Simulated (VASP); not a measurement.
# SnO (Pmn2_1) in VASP: further runs

Runs on SnO. Level: r2SCAN. Tasks: single point.

All numbers are computed with VASP 6.6.1; they aren't measurements. Logs are shortened: lines on timing, memory, paths and dates and some standing lists are left out, and cuts for length are marked.

## 1. The cell of the first run

Symmetry: Pmn2_1, No. 31, orthorhombic system. Conventional cell: a = 3.450 Å, b = 5.834 Å, c = 3.994 Å, α = 90.00°, β = 90.00°, γ = 90.00°. Within 2.9 Å of Sn (site symmetry m) lie 3 O at 2.17 to 2.18 Å. O (site symmetry m) has 3 Sn at 2.17 to 2.18 Å and 4 O at 2.93 Å within 3.0 Å.

## 2. Single point, r2SCAN

POSCAR reads:

```
SnO
1.0
    3.4495615306      0.0000000000      0.0000000000
    0.0000000000      5.8340213737      0.0000000000
    0.0000000000      0.0000000000      3.9936839652
Sn O
2 2
Direct
    0.0000000000      0.2319090000      0.5131440000
    0.5000000000      0.7680910000      0.0131440000
    0.0000000000      0.8912500000      0.7368570000
    0.5000000000      0.1087500000      0.2368570000
```

INCAR.step1 reads:

```
ALGO = Normal
EDIFF = 1E-4
ENCUT = 520
GGA = PE
ISMEAR = 0
LASPH = True
LCHARG = False
LREAL = False
LWAVE = True
NBANDS = 28
NELM = 60
PREC = Accurate
SIGMA = 0.05
```

INCAR.step2 reads:

```
ALGO = Normal
EDIFF = 1E-7
ENCUT = 520
ISIF = 2
ISMEAR = 0
ISTART = 1
LASPH = True
LCHARG = False
LMIXTAU = True
LREAL = False
LWAVE = False
METAGGA = R2SCAN
NBANDS = 28
NELM = 60
PREC = Accurate
SIGMA = 0.05
```

KPOINTS reads:

```
k-points
0
Gamma
  10 6 8
```

Potentials or basis: VASP PAW PBE potentials, release 64 (Sn_d, O).

The run is started by

```
$ cat potpaw_PBE.64/Sn_d/POTCAR potpaw_PBE.64/O/POTCAR > POTCAR
$ cp INCAR.step1 INCAR
$ mpirun -np 1 vasp_std > vasp.out
$ cp INCAR.step2 INCAR
$ mpirun -np 1 vasp_std > vasp.out
```

OUTCAR:

```text
EDIFF = 1E-7
   ENCUT = 520
   ISIF = 2
   ISMEAR = 0
   ISTART = 1
   LASPH = True
   LREAL = False
   METAGGA = R2SCAN
   NELM = 60
   PREC = Accurate

 ion  position               nearest neighbor table
   1  0.000  0.232  0.513-   4 2.17   4 2.17   3 2.18
   2  0.500  0.768  0.013-   3 2.17   3 2.17   4 2.18
   3  0.000  0.891  0.737-   2 2.17   2 2.17   1 2.18
   4  0.500  0.109  0.237-   1 2.17   1 2.17   2 2.18

  LATTYP: Found a simple orthorhombic cell.
 ALAT       =     3.4495615306
 B/A-ratio  =     1.1577366949
 C/A-ratio  =     1.6912356315

  Lattice vectors:

 A1 = (  -3.4495615306,   0.0000000000,   0.0000000000)
 A2 = (   0.0000000000,   0.0000000000,   3.9936839652)
 A3 = (   0.0000000000,   5.8340213737,   0.0000000000)

Analysis of symmetry for initial positions (statically):
=====================================================================
 Subroutine PRICEL returns:
 Original cell was already a primitive cell.

 Routine SETGRP: Setting up the symmetry group for a
 simple orthorhombic supercell.

 Subroutine GETGRP returns: Found  4 space group operations
 (whereof  2 operations were pure point group operations)
 out of a pool of  8 trial point group operations.

The static configuration has the point symmetry C_1h.
 The point group associated with its full space group is C_2v.

Analysis of symmetry for dynamics (positions and initial velocities):
=====================================================================
 Subroutine PRICEL returns:
 Original cell was already a primitive cell.

 Routine SETGRP: Setting up the symmetry group for a
 simple orthorhombic supercell.

 Subroutine GETGRP returns: Found  4 space group operations
 (whereof  2 operations were pure point group operations)
 out of a pool of  8 trial point group operations.

The dynamic configuration has the point symmetry C_1h.
 The point group associated with its full space group is C_2v.

 Subroutine INISYM returns: Found  4 space group operations
 (whereof  2 operations are pure point group operations),
 and found     1 'primitive' translations

----------------------------------------------------------------------------------------

                                     Primitive cell

  volume of cell :      80.3722

  direct lattice vectors                    reciprocal lattice vectors
     3.449561531  0.000000000  0.000000000     0.289891916  0.000000000  0.000000000
     0.000000000  5.834021374  0.000000000     0.000000000  0.171408354  0.000000000
     0.000000000  0.000000000  3.993683965     0.000000000  0.000000000  0.250395376

  length of vectors
     3.449561531  5.834021374  3.993683965     0.289891916  0.171408354  0.250395376

  position of ions in fractional coordinates (direct lattice)
     0.000000000  0.231909000  0.513144000
     0.500000000  0.768091000  0.013144000
     0.000000000  0.891250000  0.736857000
     0.500000000  0.108750000  0.236857000

  ion indices of the primitive-cell ions
   primitive index   ion index
                 1           1
                 2           2
                 3           3
                 4           4

----------------------------------------------------------------------------------------

 KPOINTS: k-points

Automatic generation of k-mesh.
 Grid dimensions read from file:
 generate k-points for:   10    6    8

 Generating k-lattice:

  Cartesian coordinates                     Fractional coordinates (reciprocal lattice)
     0.028989192  0.000000000  0.000000000     0.100000000  0.000000000  0.000000000
     0.000000000  0.028568059  0.000000000     0.000000000  0.166666667  0.000000000
     0.000000000  0.000000000  0.031299422     0.000000000  0.000000000  0.125000000

  Length of vectors
     0.028989192  0.028568059  0.031299422

  Shift w.r.t. Gamma in fractional coordinates (k-lattice)
     0.000000000  0.000000000  0.000000000

 Subroutine IBZKPT returns following result:
 ===========================================

 Found    120 irreducible k-points:

 Following reciprocal coordinates:
            Coordinates               Weight
  0.000000  0.000000  0.000000      1.000000
  0.100000  0.000000  0.000000      2.000000
  0.200000  0.000000  0.000000      2.000000
  0.300000  0.000000  0.000000      2.000000
  0.400000  0.000000  0.000000      2.000000
  0.500000  0.000000  0.000000      1.000000
[... 16 lines left out ...]
  0.400000  0.500000  0.000000      2.000000
  0.500000  0.500000  0.000000      1.000000
 [... further k-points ...]
   k-points           NKPTS =    120   k-points in BZ     NKDIM =    120   number of bands    NBANDS=     28
   number of dos      NEDOS =    301   number of ions     NIONS =      4
   total plane-waves  NPLWV =  40320
   dimension x,y,z NGX =    28 NGY =   48 NGZ =   30
   dimension x,y,z NGXF=    56 NGYF=   96 NGZF=   60
   ions per type =               2   2
   NGX,Y,Z   is equivalent  to a cutoff of  13.49, 13.68, 12.49 a.u.
   NGXF,Y,Z  is equivalent  to a cutoff of  26.99, 27.36, 24.98 a.u.
 SYSTEM =  unknown system
   PREC   = accura    normal or accurate (medium, high low for compatibility)
   ISTART =      1    job   : 0-new  1-cont  2-samecut
   ICHARG =      0    charge: 1-file 2-atom 10-const
   ISPIN  =      1    spin polarized calculation?
   LNONCOLLINEAR =      F non collinear calculations
   LSORBIT =      F    spin-orbit coupling
   LASPH  =      T    aspherical Exc in radial PAW
   ENCUT  =  520.0 eV  38.22 Ry    6.18 a.u.   6.41 10.85  7.43*2*pi/ulx,y,z
   NELM   =     60;   NELMIN=  2; NELMDL=  0     # of ELM steps
   EDIFF  = 0.1E-06   stopping-criterion for ELM
   LREAL  =      F    real-space projection
   EDIFFG = 0.1E-05   stopping-criterion for IOM
   NSW    =      0    number of steps for IOM
   IBRION =     -1    ionic relax: 0-MD 1-quasi-New 2-CG
   NFREE  =      0    steps in history (QN), initial steepest desc. (CG)
   ISIF   =      2    stress and relaxation
   ISYM   =      2    0-nonsym 1-usesym 2-fastsym
   POTIM  = 0.5000    time-step for ionic-motion
   TEBEG  =    0.0;   TEEND  =   0.0 temperature during run
   PSTRESS=    0.0 pullay stress
   NELECT =      40.0000    total number of electrons
   NUPDOWN=      -1.0000    fix difference up-down
   EMIN   =  10.00;   EMAX   =-10.00  energy-range for DOS
   EFERMI =   0.00;   METHOD = LEGACY
   ISMEAR =     0;   SIGMA  =   0.05  broadening in eV -4-tet -1-fermi 0-gaus
   EFERMI_NEDOS =   21; number of points for ismear=-14 and -15
   IALGO  =     38    algorithm
   IMIX   =      4    mixing-type and parameters
     AMIX     =   0.40;   BMIX     =  1.00
     AMIX_MAG =   1.60;   BMIX_MAG =  1.00
  volume/ion in A,a.u.               =      20.09       135.59
  Fermi-wavevector in a.u.,A,eV,Ry     =   1.297357  2.451650 22.900458  1.683136
  Thomas-Fermi vector in A             =   2.428755
   LORBIT       =      0    0 simple, 1 ext, 2 COOP (PROOUT), +10 PAW based schemes
   METAGGA = R2SCAN    functional components
   LHFCALC =     F    Hartree Fock is set to
   AEXX    =    0.0000 exact exchange contribution
   IVDW    =     0    specifies the selected vdW correction
   LEPSILON=     F    determine dielectric tensor
   LRPA    =     F    only Hartree local field effects (RPA)
 non-spin polarized calculation
 Gauss-broadening in eV      SIGMA  =   0.05
  energy-cutoff  :      520.00
  volume of cell :       80.37
 maximum number of plane-waves:      2188
 NGX is ok and might be reduce to    28

 number of electron      39.9999995 magnetization

 Free energy of the ion-electron system (eV)
  ---------------------------------------------------
  ext. energy  EPLUGINS =         0.00000000
  ---------------------------------------------------
  free energy    TOTEN  =       -66.51428418 eV

  energy without entropy =      -66.51428418  energy(sigma->0) =      -66.51428418

 E-fermi :   4.9948     XC(G=0): -10.1525

 val. band max:        4.7202787903   @ k =   0.0000   0.0000   0.0000
 cond. band min:       6.4399698168   @ k =   0.0000   0.5000   0.3750
 fundamental gap:      1.7196910266
 Fermi energy:         4.9948211612

 k-point     1 :       0.0000    0.0000    0.0000
  band No.  band energies     occupation
      1     -17.2283      2.00000
      2     -16.8744      2.00000
      3     -16.7824      2.00000
      4     -16.7690      2.00000
      5     -16.7450      2.00000
      6     -16.7094      2.00000
[... 20 lines left out ...]
     27      14.1066      0.00000
     28      14.9811      0.00000

 k-point     2 :       0.1000    0.0000    0.0000
  band No.  band energies     occupation
      1     -17.2252      2.00000
      2     -16.8770      2.00000
      3     -16.7885      2.00000
      4     -16.7794      2.00000
      5     -16.7479      2.00000
      6     -16.7090      2.00000
[... 20 lines left out ...]
     27      14.1286      0.00000
     28      15.2363      0.00000

 k-point     3 :       0.2000    0.0000    0.0000
  band No.  band energies     occupation
      1     -17.2201      2.00000
      2     -16.9354      2.00000
      3     -16.7889      2.00000
      4     -16.7720      2.00000
      5     -16.7503      2.00000
      6     -16.7110      2.00000
[... 20 lines left out ...]
     27      14.0041      0.00000
     28      15.2243      0.00000

 k-point     4 :       0.3000    0.0000    0.0000
  band No.  band energies     occupation
      1     -17.2177      2.00000
      2     -17.0372      2.00000
      3     -16.7640      2.00000
      4     -16.7607      2.00000
      5     -16.7437      2.00000
      6     -16.7169      2.00000
[... 578 lines left out ...]
     27      14.1681      0.00000
     28      15.0942      0.00000

 k-point    23 :       0.4000    0.5000    0.0000
  band No.  band energies     occupation
      1     -17.2151      2.00000
      2     -17.1304      2.00000
      3     -16.7496      2.00000
      4     -16.7441      2.00000
      5     -16.7303      2.00000
      6     -16.7233      2.00000
[... 20 lines left out ...]
     27      13.6182      0.00000
     28      14.7199      0.00000

 k-point    24 :       0.5000    0.5000    0.0000
  band No.  band energies     occupation
      1     -17.1891      2.00000
      2     -17.1891      2.00000
      3     -16.7430      2.00000
      4     -16.7430      2.00000
      5     -16.7249      2.00000
      6     -16.7249      2.00000
[... 20 lines left out ...]
     27      14.0777      0.00000
     28      14.0777      0.00000

 [... further k-points ...]

------------------------ aborting loop because EDIFF is reached ----------------------------------------

  FORCE on cell =-STRESS in cart. coord.  units (eV):
  Direction    XX          YY          ZZ          XY          YZ          ZX
  --------------------------------------------------------------------------------------
  -------------------------------------------------------------------------------------
  Total       -2.8218222     -2.0438135     -1.0647430      0.0000000      0.0000000      0.0000000
  in kB      -56.2515668    -40.7423651    -21.2251007      0.0000000      0.0000000      0.0000000
  external PRESSURE =     -39.4063442 kB  Pullay stress =       0.0000000 kB

 VOLUME and BASIS-vectors are now :
 -----------------------------------------------------------------------------
  energy-cutoff  :      520.00
  volume of cell :       80.37
      direct lattice vectors                 reciprocal lattice vectors
     3.449561531  0.000000000  0.000000000     0.289891916  0.000000000  0.000000000
     0.000000000  5.834021374  0.000000000     0.000000000  0.171408354  0.000000000
     0.000000000  0.000000000  3.993683965     0.000000000  0.000000000  0.250395376

 POSITION                                       TOTAL-FORCE (eV/Angst)
 -----------------------------------------------------------------------------------
      0.00000      1.35296      2.04933         0.000000     -0.781300     -0.062428
      1.72478      4.48106      0.05249         0.000000      0.781300     -0.062428
      0.00000      5.19957      2.94277         0.000000      0.229147      0.062428
      1.72478      0.63445      0.94593         0.000000     -0.229147      0.062428
 -----------------------------------------------------------------------------------
    total drift:                                0.000000      0.000000     -0.000952

  FREE ENERGIE OF THE ION-ELECTRON SYSTEM (eV)
  ---------------------------------------------------
  free  energy   TOTEN  =       -66.5142841838 eV

  energy  without entropy=      -66.5142841838  energy(sigma->0) =      -66.51428418
```

It took 21 min on 1 thread of Oxide Virtual Turin-like, shared host; peak memory 0.31 GiB.

What came out:

```
Free energy            : -66.5143 eV
Pressure               : -3.9 GPa
Largest force          : 0.784 eV/Å
Band gap on the k mesh : 1.72 eV (least direct gap 2.61 eV)
```

Forces on the atoms (eV/Å):
```
Sn   0.000 -0.781 -0.062
Sn   0.000  0.781 -0.062
O    0.000  0.229  0.062
O    0.000 -0.229  0.062
```

Caveat: the cell stands under tension; the PAW data sets were made with another functional, which shifts forces and pressure a little; spin-orbit coupling is left out, which moves the levels of the heavy elements.

## 3. Single point, r2SCAN

This run uses another cell than the first one, of the same volume but with other edges.

POSCAR reads:

```
SnO
1.0
    3.2500916658      0.0000000000      0.0000000000
    0.0000000000      5.4966708310      0.0000000000
    0.0000000000      0.0000000000      4.4989406756
Sn O
2 2
Direct
    0.0000000000      0.2319090000      0.5131440000
    0.5000000000      0.7680910000      0.0131440000
    0.0000000000      0.8912500000      0.7368570000
    0.5000000000      0.1087500000      0.2368570000
```

INCAR.step1 reads:

```
PREC = Accurate ; ENCUT = 520
ISMEAR = 0 ; SIGMA = 0.05
LREAL = False ; LASPH = True
NELM = 60 ; NBANDS = 28
GGA = PE ; ALGO = Normal
EDIFF = 1E-4 ; LWAVE = True
LCHARG = False
```

INCAR.step2 reads:

```
PREC = Accurate ; ENCUT = 520
EDIFF = 1E-7 ; ISMEAR = 0
SIGMA = 0.05 ; LREAL = False
LASPH = True ; NELM = 60
ALGO = Normal ; ISIF = 2
LWAVE = False ; LCHARG = False
METAGGA = R2SCAN ; LMIXTAU = True
NBANDS = 28 ; ISTART = 1
```

KPOINTS reads:

```
regular mesh
0
Gamma
  10 6 8
```

Potentials or basis: VASP PAW PBE potentials, release 64 (Sn_d, O).

The run is started by

```
$ cat potpaw_PBE.64/Sn_d/POTCAR potpaw_PBE.64/O/POTCAR > POTCAR
$ cp INCAR.step1 INCAR
$ mpirun -np 1 vasp_std > vasp.out
$ cp INCAR.step2 INCAR
$ mpirun -np 1 vasp_std > vasp.out
```

Wall time 21 min (1 thread of Oxide Virtual Turin-like, shared host); peak memory 0.32 GiB.

Results (log left out):

```
Free energy            : -66.5287 eV
Pressure               : -1.5 GPa
Largest force          : 0.409 eV/Å
Band gap on the k mesh : 1.56 eV (least direct gap 1.91 eV)
```

Forces on the atoms (eV/Å):
```
Sn   0.000 -0.264 -0.312
Sn   0.000  0.264 -0.312
O    0.000  0.138  0.312
O    0.000 -0.138  0.312
```

Stress tensor (GPa, compression positive):
```
-1.07  0.00  0.00
 0.00 -0.40  0.00
 0.00  0.00 -3.07
```

Levels at points of the mesh, in eV from the valence-band top:
```tsv
k point	band 16	band 17	band 18	band 19	band 20	band 21	band 22	band 23	band 24	band 25
(0.00, 0.00, 0.00)	-3.64	-3.63	-2.62	-2.24	-0.10	2.84	3.84	6.43	6.60	9.16
(0.50, 0.00, 0.00)	-4.77	-2.74	-2.74	-1.03	-1.03	2.74	2.74	6.07	6.07	7.21
(0.00, 0.50, 0.00)	-4.17	-3.61	-2.64	-1.56	-1.31	3.75	4.14	4.81	6.29	8.03
(0.50, 0.50, 0.00)	-4.66	-2.85	-2.85	-0.59	-0.59	2.07	2.07	6.72	6.72	7.85
(0.00, 0.00, 0.50)	-3.44	-3.12	-3.12	-1.91	-1.91	3.62	3.62	5.72	5.72	9.13
(0.50, 0.00, 0.50)	-4.20	-3.11	-3.11	-0.96	-0.96	2.34	2.34	5.31	5.31	7.71
(0.00, 0.50, 0.50)	-3.12	-3.00	-3.00	-1.56	-1.56	2.44	2.44	7.05	7.05	9.01
(0.50, 0.50, 0.50)	-4.33	-3.43	-3.43	-0.29	-0.29	2.59	2.59	4.98	4.98	6.91
```

Caveat: the PAW data sets were made with another functional, which shifts forces and pressure a little; spin-orbit coupling is left out, which moves the levels of the heavy elements.
